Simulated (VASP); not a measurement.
# I (Cmce) in VASP: further runs

I is run at these levels: PBEsol+D3(BJ), PBEsol+D4, PBE+D4, PBE+D3(BJ), PBE; tasks: single point.

Everything below comes from runs of VASP 6.6.1. Logs are shortened: lines on timing, memory, paths and dates and some standing lists are left out, and cuts for length are marked.

## (1) The cell of the first run

It takes space group Cmce (No. 64, orthorhombic). Conventional cell: a = 6.982 Å, b = 4.306 Å, c = 9.497 Å, α = 90.00°, β = 90.00°, γ = 90.00°. Within 3.7 Å of I (site symmetry m) lie 4 I at 2.81 to 3.61 Å.

## (2) Single point, PBEsol+D3(BJ)

INCAR reads:

```
  ALGO = Normal
  EDIFF = 1E-6
  ENCUT = 520
  GGA = PS
  ISIF = 2
  ISMEAR = -1
  IVDW = 12
  LASPH = True
  LCHARG = False
  LREAL = False
  LWAVE = False
  NBANDS = 22
  NELM = 60
  PREC = Accurate
  SIGMA = 0.05
```

KPOINTS reads:

```
k-points
0
Gamma
  7 7 3
```

POSCAR reads:

```
I
1.0
    3.4912263065     -2.1531613457      0.0000000000
    3.4912263065      2.1531613457      0.0000000000
    0.0000000000      0.0000000000      9.4970920389
I
4
Direct
    0.6811982698      0.3188017302      0.3768814733
    0.1811982698      0.8188017302      0.1231185267
    0.3188017302      0.6811982698      0.6231185267
    0.8188017302      0.1811982698      0.8768814733
```

Potentials or basis: VASP PAW PBE potentials, release 64 (I).

Started as:

```sh
$ cat potpaw_PBE.64/I/POTCAR > POTCAR
$ mpirun -np 1 vasp_std > vasp.out
```

OUTCAR:

```text
EDIFF = 1E-6
   ENCUT = 520
   GGA = PS
   ISIF = 2
   ISMEAR = -1
   IVDW = 12
   LASPH = True
   LREAL = False
   NELM = 60
   PREC = Accurate
 IVDW          = 12

 ion  position               nearest neighbor table
   1  0.681  0.319  0.377-   3 2.81   2 3.23   2 3.23
   2  0.181  0.819  0.123-   4 2.81   1 3.23   1 3.23
   3  0.319  0.681  0.623-   1 2.81   4 3.23   4 3.23
   4  0.819  0.181  0.877-   2 2.81   3 3.23   3 3.23

  LATTYP: Found a base centered orthorhombic cell.
 ALAT       =     4.3063226914
 B/A-ratio  =     1.6214420315
 C/A-ratio  =     2.2053832747

  Lattice vectors:

 A1 = (  -3.4912263065,  -2.1531613457,   0.0000000000)
 A2 = (   3.4912263065,  -2.1531613457,   0.0000000000)
 A3 = (   0.0000000000,   0.0000000000,   9.4970920389)

Analysis of symmetry for initial positions (statically):
=====================================================================
 Subroutine PRICEL returns:
 Original cell was already a primitive cell.

 Routine SETGRP: Setting up the symmetry group for a
 base centered orthorhombic supercell.

 Subroutine GETGRP returns: Found  8 space group operations
 (whereof  4 operations were pure point group operations)
 out of a pool of  8 trial point group operations.

The static configuration has the point symmetry C_2h.
 The point group associated with its full space group is D_2h.

Analysis of symmetry for dynamics (positions and initial velocities):
=====================================================================
 Subroutine PRICEL returns:
 Original cell was already a primitive cell.

 Routine SETGRP: Setting up the symmetry group for a
 base centered orthorhombic supercell.

 Subroutine GETGRP returns: Found  8 space group operations
 (whereof  4 operations were pure point group operations)
 out of a pool of  8 trial point group operations.

The dynamic configuration has the point symmetry C_2h.
 The point group associated with its full space group is D_2h.

 Subroutine INISYM returns: Found  8 space group operations
 (whereof  4 operations are pure point group operations),
 and found     1 'primitive' translations

----------------------------------------------------------------------------------------

                                     Primitive cell

  volume of cell :     142.7826

  direct lattice vectors                    reciprocal lattice vectors
     3.491226307 -2.153161346  0.000000000     0.143216153 -0.232216690  0.000000000
     3.491226307  2.153161346  0.000000000     0.143216153  0.232216690  0.000000000
     0.000000000  0.000000000  9.497092039     0.000000000  0.000000000  0.105295389

  length of vectors
     4.101800203  4.101800203  9.497092039     0.272828623  0.272828623  0.105295389

  position of ions in fractional coordinates (direct lattice)
     0.681198270  0.318801730  0.376881473
     0.181198270  0.818801730  0.123118527
     0.318801730  0.681198270  0.623118527
     0.818801730  0.181198270  0.876881473

  ion indices of the primitive-cell ions
   primitive index   ion index
                 1           1
                 2           2
                 3           3
                 4           4

----------------------------------------------------------------------------------------

 KPOINTS: k-points

Automatic generation of k-mesh.
 Grid dimensions read from file:
 generate k-points for:    7    7    3

 Generating k-lattice:

  Cartesian coordinates                     Fractional coordinates (reciprocal lattice)
     0.020459450 -0.033173813  0.000000000     0.142857143  0.000000000  0.000000000
     0.020459450  0.033173813  0.000000000     0.000000000  0.142857143  0.000000000
     0.000000000  0.000000000  0.035098463     0.000000000  0.000000000  0.333333333

  Length of vectors
     0.038975518  0.038975518  0.035098463

  Shift w.r.t. Gamma in fractional coordinates (k-lattice)
     0.000000000  0.000000000  0.000000000

 Subroutine IBZKPT returns following result:
 ===========================================

 Found     32 irreducible k-points:

 Following reciprocal coordinates:
            Coordinates               Weight
  0.000000  0.000000  0.000000      1.000000
  0.142857  0.000000  0.000000      4.000000
  0.285714  0.000000  0.000000      4.000000
  0.428571  0.000000  0.000000      4.000000
  0.142857  0.142857  0.000000      2.000000
  0.285714  0.142857  0.000000      4.000000
[... 16 lines left out ...]
  0.428571  0.142857  0.333333      8.000000
 -0.428571  0.142857  0.333333      8.000000
 [... further k-points ...]
   k-points           NKPTS =     32   k-points in BZ     NKDIM =     32   number of bands    NBANDS=     22
   number of dos      NEDOS =    301   number of ions     NIONS =      4
   total plane-waves  NPLWV =  73728
   dimension x,y,z NGX =    32 NGY =   32 NGZ =   72
   dimension x,y,z NGXF=    64 NGYF=   64 NGZF=  144
   ions per type =               4
   NGX,Y,Z   is equivalent  to a cutoff of  12.97, 12.97, 12.60 a.u.
   NGXF,Y,Z  is equivalent  to a cutoff of  25.94, 25.94, 25.21 a.u.
 SYSTEM =  unknown system
   PREC   = accura    normal or accurate (medium, high low for compatibility)
   ISTART =      0    job   : 0-new  1-cont  2-samecut
   ICHARG =      2    charge: 1-file 2-atom 10-const
   ISPIN  =      1    spin polarized calculation?
   LNONCOLLINEAR =      F non collinear calculations
   LSORBIT =      F    spin-orbit coupling
   LASPH  =      T    aspherical Exc in radial PAW
   ENCUT  =  520.0 eV  38.22 Ry    6.18 a.u.   7.63  7.63 17.66*2*pi/ulx,y,z
   NELM   =     60;   NELMIN=  2; NELMDL= -5     # of ELM steps
   EDIFF  = 0.1E-05   stopping-criterion for ELM
   LREAL  =      F    real-space projection
   EDIFFG = 0.1E-04   stopping-criterion for IOM
   NSW    =      0    number of steps for IOM
   IBRION =     -1    ionic relax: 0-MD 1-quasi-New 2-CG
   NFREE  =      0    steps in history (QN), initial steepest desc. (CG)
   ISIF   =      2    stress and relaxation
   ISYM   =      2    0-nonsym 1-usesym 2-fastsym
   POTIM  = 0.5000    time-step for ionic-motion
   TEBEG  =    0.0;   TEEND  =   0.0 temperature during run
   PSTRESS=    0.0 pullay stress
   NELECT =      28.0000    total number of electrons
   NUPDOWN=      -1.0000    fix difference up-down
   EMIN   =  10.00;   EMAX   =-10.00  energy-range for DOS
   EFERMI =   0.00;   METHOD = LEGACY
   ISMEAR =    -1;   SIGMA  =   0.05  broadening in eV -4-tet -1-fermi 0-gaus
   EFERMI_NEDOS =   21; number of points for ismear=-14 and -15
   IALGO  =     38    algorithm
   IMIX   =      4    mixing-type and parameters
     AMIX     =   0.40;   BMIX     =  1.00
     AMIX_MAG =   1.60;   BMIX_MAG =  1.00
  volume/ion in A,a.u.               =      35.70       240.89
  Fermi-wavevector in a.u.,A,eV,Ry     =   0.951121  1.797358 12.308254  0.904631
  Thomas-Fermi vector in A             =   2.079562
   LORBIT       =      0    0 simple, 1 ext, 2 COOP (PROOUT), +10 PAW based schemes
   GGA     = PS    functional components
   LHFCALC =     F    Hartree Fock is set to
   AEXX    =    0.0000 exact exchange contribution
   IVDW    =    12    specifies the selected vdW correction
   LEPSILON=     F    determine dielectric tensor
   LRPA    =     F    only Hartree local field effects (RPA)
 non-spin polarized calculation
  energy-cutoff  :      520.00
  volume of cell :      142.78
 maximum number of plane-waves:      3858
   NGX = 15   NGY = 15   NGZ = 35

 number of electron      27.9999999 magnetization

 Free energy of the ion-electron system (eV)
  ---------------------------------------------------
  ext. energy  EPLUGINS =         0.00000000
  ---------------------------------------------------
  free energy    TOTEN  =        -6.96001690 eV

  energy without entropy =       -6.95995060  energy(sigma->0) =       -6.95998375

 E-fermi :   4.7359     XC(G=0):  -9.0485

 val. band max:        4.3839954482   @ k =   0.0000   0.0000   0.0000
 cond. band min:       5.0843120748   @ k =  -0.4286   0.4286   0.0000
 fundamental gap:      0.7003166267
 Fermi energy:         4.7358609460

 k-point     1 :       0.0000    0.0000    0.0000
  band No.  band energies     occupation
      1      -9.7856      2.00000
      2      -8.7905      2.00000
      3      -8.2130      2.00000
      4      -6.4189      2.00000
      5      -0.7148      2.00000
      6       1.2464      2.00000
[... 14 lines left out ...]
     21      11.1056      0.00000
     22      12.0297      0.00000

 k-point     2 :       0.1429    0.0000    0.0000
  band No.  band energies     occupation
      1      -9.6613      2.00000
      2      -8.7276      2.00000
      3      -8.1201      2.00000
      4      -6.5175      2.00000
      5      -0.6450      2.00000
      6       0.9329      2.00000
[... 14 lines left out ...]
     21      11.2885      0.00000
     22      11.5013      0.00000

 k-point     3 :       0.2857    0.0000    0.0000
  band No.  band energies     occupation
      1      -9.3212      2.00000
      2      -8.6003      2.00000
      3      -7.8763      2.00000
      4      -6.8079      2.00000
      5      -0.6875      2.00000
      6      -0.0938      2.00000
[... 14 lines left out ...]
     21      11.7314      0.00000
     22      12.8003      0.00000
[... 476 lines left out ...]
 k-point    23 :       0.4286    0.1429    0.3333
  band No.  band energies     occupation
      1      -9.0328      2.00000
      2      -8.7452      2.00000
      3      -7.4266      2.00000
      4      -7.0067      2.00000
      5      -0.6451      2.00000
      6      -0.2414      2.00000
[... 14 lines left out ...]
     21      11.7587      0.00000
     22      12.1288      0.00000

 k-point    24 :      -0.4286    0.1429    0.3333
  band No.  band energies     occupation
      1      -8.7300      2.00000
      2      -8.6503      2.00000
      3      -7.4126      2.00000
      4      -7.3162      2.00000
      5      -0.7115      2.00000
      6      -0.5353      2.00000
[... 14 lines left out ...]
     21      12.7841      0.00000
     22      13.1197      0.00000

 [... further k-points ...]

------------------------ aborting loop because EDIFF is reached ----------------------------------------

 Edisp (eV)   -1.35453

 E8    (eV) :    -0.9023

  FORCE on cell =-STRESS in cart. coord.  units (eV):
  Direction    XX          YY          ZZ          XY          YZ          ZX
  --------------------------------------------------------------------------------------
  -------------------------------------------------------------------------------------
  Total       0.01246    -0.00834    -0.00757     0.00000    -0.00000     0.00000
  in kB       0.13983    -0.09353    -0.08495     0.00000    -0.00000     0.00000
  external pressure =       -0.01 kB  Pullay stress =        0.00 kB

 VOLUME and BASIS-vectors are now :
 -----------------------------------------------------------------------------
  energy-cutoff  :      520.00
  volume of cell :      142.78
      direct lattice vectors                 reciprocal lattice vectors
     3.491226307 -2.153161346  0.000000000     0.143216153 -0.232216690  0.000000000
     3.491226307  2.153161346  0.000000000     0.143216153  0.232216690  0.000000000
     0.000000000  0.000000000  9.497092039     0.000000000  0.000000000  0.105295389

 POSITION                                       TOTAL-FORCE (eV/Angst)
 -----------------------------------------------------------------------------------
      3.49123     -0.78030      3.57928         0.000000      0.002555      0.004324
      3.49123      1.37286      1.16927         0.000000      0.002555     -0.004324
      3.49123      0.78030      5.91781         0.000000     -0.002555     -0.004324
      3.49123     -1.37286      8.32782         0.000000     -0.002555      0.004324
 -----------------------------------------------------------------------------------
    total drift:                                0.000000     -0.000000     -0.000000

  FREE ENERGIE OF THE ION-ELECTRON SYSTEM (eV)
  ---------------------------------------------------
  free  energy   TOTEN  =        -8.3145423065 eV

  energy  without entropy=       -8.3144760080  energy(sigma->0) =       -8.31450916
```

Wall time 44 s (1 thread of AMD EPYC 9R45 (Zen 5), shared host); peak memory 0.25 GiB.

Results:

| Property | Result |
| --- | --- |
| Free energy | -8.3145 eV |
| Pressure | 0.0 GPa |
| Largest force | 0.005 eV/Å |
| Band gap on the k mesh | 0.70 eV (least direct gap 1.08 eV) |
| Dispersion energy per atom | -0.339 eV |

Forces on the atoms (eV/Å):
```
I    0.000  0.003  0.004
I    0.000  0.003 -0.004
I    0.000 -0.003 -0.004
I    0.000 -0.003  0.004
```

Caveat: semilocal functionals underestimate gaps, and a narrow one can read as zero; the PAW data sets were made with another functional, which shifts forces and pressure a little; spin-orbit coupling is left out, which moves the levels of the heavy elements.

## (3) Single point, PBEsol+D4

This run uses another cell than the first one, of 36.79 Å³/atom.

INCAR reads:

```
SYSTEM = I
PREC = Accurate
ENCUT = 520
EDIFF = 1E-7
ISMEAR = -1
SIGMA = 0.05
LREAL = .FALSE.
LASPH = .TRUE.
NELM = 80
ALGO = Normal
ISIF = 2
LWAVE = .FALSE.
LCHARG = .FALSE.
GGA = PS
IVDW = 13
NBANDS = 22
```

KPOINTS reads:

```
regular mesh
0
G
  7 7 3
  0 0 0
```

POSCAR reads:

```
I
1.0
    3.5539195808     -2.1722508163      0.0000000000
    3.5539195808      2.1722508163      0.0000000000
    0.0000000000      0.0000000000      9.5307828562
I
4
Direct
    0.6784378079      0.3215621921      0.3770501134
    0.1784378079      0.8215621921      0.1229498866
    0.3215621921      0.6784378079      0.6229498866
    0.8215621921      0.1784378079      0.8770501134
```

Potentials or basis: VASP PAW PBE potentials, release 64 (I).

Started as:

```sh
$ cat potpaw_PBE.64/I/POTCAR > POTCAR
$ mpirun -np 1 vasp_std > vasp.out
```

It took 55 s on 1 thread of AMD EPYC 9R45 (Zen 5), shared host; peak memory 0.24 GiB.

Results (log left out):

| Item | Value |
| --- | --- |
| Free energy | -7.8911 eV |
| Pressure | 0.0 GPa |
| Band gap on the k mesh | 0.75 eV (least direct gap 1.11 eV) |
| Dispersion energy per atom | -0.225 eV |

Levels at points of the mesh, in eV from the valence-band top:
```tsv
k point	band 10	band 11	band 12	band 13	band 14	band 15	band 16	band 17	band 18	band 19
(0.00, 0.00, 0.00)	-1.29	-0.96	-0.86	-0.38	0.00	1.18	2.01	4.39	5.16	5.58
```

Caveat: semilocal functionals underestimate gaps, and a narrow one can read as zero; the PAW data sets were made with another functional, which shifts forces and pressure a little; spin-orbit coupling is left out, which moves the levels of the heavy elements. A k mesh can miss the band edges.

## (4) Single point, PBE+D4

This run uses another cell than the first one, of 39.29 Å³/atom.

INCAR reads:

```
SYSTEM = I
PREC = Accurate ; ENCUT = 520
EDIFF = 1E-7 ; ISMEAR = -1
SIGMA = 0.05 ; LREAL = .FALSE.
LASPH = .TRUE. ; NELM = 100
ALGO = Normal ; ISIF = 2
LWAVE = .FALSE. ; LCHARG = .FALSE.
GGA = PE ; IVDW = 13
NBANDS = 22
```

KPOINTS is that of step 3.

POSCAR reads:

```
I
1.0
    3.6400705412     -2.2418919776      0.0000000000
    3.6400705412      2.2418919776      0.0000000000
    0.0000000000      0.0000000000      9.6290429634
I
4
Direct
    0.6720661009      0.3279338991      0.3775873869
    0.1720661009      0.8279338991      0.1224126131
    0.3279338991      0.6720661009      0.6224126131
    0.8279338991      0.1720661009      0.8775873869
```

Started as:

```sh
$ cat potpaw_PBE.64/I/POTCAR > POTCAR
$ mpirun -np 1 vasp_std > vasp.out
```

Run time: 52 s. Hardware: 1 thread of AMD EPYC 9R45 (Zen 5), shared host; peak memory 0.25 GiB.

Results (log left out):

```
Free energy                : -7.3956 eV
Pressure                   : 0.0 GPa
Largest force              : 0.013 eV/Å
Band gap on the k mesh     : 0.88 eV (least direct gap 1.18 eV)
Dispersion energy per atom : -0.365 eV
```

Forces in eV/Å, atoms in the order of the input:
```
I    0.000  0.009  0.009
I    0.000  0.009 -0.009
I    0.000 -0.009 -0.009
I    0.000 -0.009  0.009
```

Stress tensor (GPa, compression positive):
```
 0.03  0.00  0.00
 0.00 -0.04  0.00
 0.00  0.00 -0.07
```

Levels at points of the mesh, in eV from the valence-band top:
| k point | band 12 | band 13 | band 14 | band 15 | band 16 | band 17 |
| --- | --- | --- | --- | --- | --- | --- |
| (0.00, 0.00, 0.00) | -0.79 | -0.33 | 0.00 | 1.18 | 1.95 | 4.79 |

Caveat: spin-orbit coupling is left out, which moves the levels of the heavy elements. A k mesh can miss the band edges.

(Part 1 of 2 ends here.)
